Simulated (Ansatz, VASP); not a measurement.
# ZrN: VASP beside Ansatz

```
Zr N
1.0
     0.00000    2.28423    2.28423
     2.28423    0.00000    2.28423
     2.28423    2.28423    0.00000
Zr N
1 1
Cartesian
  0.0000 0.0000 0.0000
  2.2842 2.2842 2.2842
```

Alike in both runs: task electric field gradients; functional PBE; k mesh 9 × 9 × 9; occupations fermi-dirac, width 0.01 eV; non-collinear spin, spin-orbit coupling.

```csv
,VASP,Ansatz
version,VASP 6.6.1,Ansatz 0.2.0
potentials or method,"VASP PAW PBE potentials, release 64 (Zr_sv, N)","PAW with Ansatz's default frozen-core files, fully relativistic files with spin-orbit coupling"
plane-wave cutoff (eV),520,420
valence electrons in the cell,17,17
```

```csv
,VASP,Ansatz,Ansatz less VASP
pressure (GPa),4.7,4.4,-0.28
net moment per atom (μB),0.00,0.00,0.000
```
